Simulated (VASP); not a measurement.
## Ca3Ge: relaxation of cell and atoms with PBE

The system is Ca3Ge.

```
Ca Ge
1.0
     4.18617    0.00000    0.00000
     0.00000    4.18617    0.00000
     0.00000    0.00000    8.37234
Ca Ge
3 1
Direct
  0.00000 0.00000 0.25000
  0.50000 0.50000 0.00000
  0.00000 0.00000 0.75000
  0.50000 0.50000 0.50000
```

```json
{
  "Program": "VASP 6.6.1",
  "Task": "relaxation of cell and atoms",
  "Functional": "PBE",
  "Potentials or basis": "VASP PAW PBE potentials, release 64 (Ca_sv, Ge_d)",
  "Cutoff": "600 eV",
  "k mesh": "4 × 4 × 2",
  "Occupations": "gaussian, width 0.1 eV",
  "Spin": "no spin polarisation",
  "Dipole correction": "no",
  "Further INCAR settings": "ALGO = Normal; EDIFF = 1e-06; IBRION = 2; EDIFFG = -0.04; NSW = 90; ISIF = 3"
}
```

```json
{
 "Relaxed volume": "32.86 Å³/atom",
 "Relaxed cell": "a = 3.755 Å, b = 3.755 Å, c = 9.321 Å, α = 90.00°, β = 90.00°, γ = 90.00°",
 "Space group after relaxing (to 0.1 Å)": "P4/mmm (No. 123)",
 "Energy gained by relaxing": "298.7 meV/atom",
 "Ionic steps": "19",
 "Pressure after relaxing": "0.0 GPa",
 "Largest force after relaxing": "0.030 eV/Å",
 "Band gap on the k mesh": "zero (bands 22 and 23 overlap by 1.32 eV)"
}
```

Forces on the atoms (eV/Å):
```
Ca   0.000  0.000  0.030
Ca   0.000  0.000  0.000
Ca   0.000  0.000 -0.030
Ge   0.000  0.000  0.000
```

Stress tensor (GPa, compression positive):
```
-0.05  0.00  0.00
 0.00 -0.05  0.00
 0.00  0.00  0.08
```

The path:
```
step  energy change (eV)  largest force (eV/Å)  pressure (GPa)  volume (Å³)
   1              0.0000                1.4896           -2.69       146.72
   2             -0.4435                1.3336           -1.44       133.95
   3             -0.6886                0.7621            1.21       119.03
   4             -0.6884                0.6945            1.52       117.81
   5             -0.7644                0.2504            0.56       121.28
   6             -0.7756                0.0776            0.14       123.12
   7             -0.8184                0.1059           -0.03       124.50
   8             -0.9375                0.3260           -0.38       128.20
   9             -1.1171                0.5808           -0.93       133.72
  10             -1.1538                0.4540           -0.64       132.47
  11             -1.1707                0.3208           -0.28       131.21
  12             -1.1712                0.2906           -0.19       130.93
  13             -1.1864                0.1877            0.02       130.34
  14             -1.1924                0.0680            0.28       129.68
  15             -1.1924                0.0602            0.30       129.64
  16             -1.1944                0.0511            0.08       130.86
  17             -1.1946                0.0459           -0.05       131.49
  18             -1.1946                0.0462           -0.04       131.44
  19             -1.1949                0.0300            0.00       131.43
```

Final structure:
```
CELL_PARAMETERS angstrom
3.75501 0.00000 0.00000
0.00000 3.75501 0.00000
0.00000 0.00000 9.32134
ATOMIC_POSITIONS crystal
Ca 0.00000 0.00000 0.31800
Ca 0.50000 0.50000 0.00000
Ca 0.00000 0.00000 0.68200
Ge 0.50000 0.50000 0.50000
```

Levels at points of the mesh, in eV from the Fermi level:
| k point | band 20 | band 21 | band 22 | band 23 | band 24 | band 25 |
| --- | --- | --- | --- | --- | --- | --- |
| (0.00, 0.00, 0.00) | -3.06 | 0.42 | 0.77 | 0.96 | 1.11 | 1.11 |
| (0.50, 0.00, 0.00) | -1.01 | -0.96 | -0.25 | -0.21 | 1.34 | 1.39 |
| (0.50, 0.50, 0.00) | -2.06 | -1.11 | -0.09 | 0.89 | 0.89 | 1.35 |
| (0.00, 0.00, 0.50) | -1.77 | -0.98 | 1.11 | 1.11 | 1.14 | 1.31 |
| (0.50, 0.00, 0.50) | -1.46 | -0.67 | -0.04 | 0.45 | 0.52 | 1.31 |
| (0.50, 0.50, 0.50) | -2.06 | -1.23 | 0.06 | 0.88 | 0.88 | 1.36 |

It took 19 min on 1 thread of Oxide Virtual Turin-like Processor (shared host), peak memory 0.3 GiB.

Caveat: the k points lie up to 0.42 Å⁻¹ apart in the final cell, too coarse for converged energies and pressures of a metal.
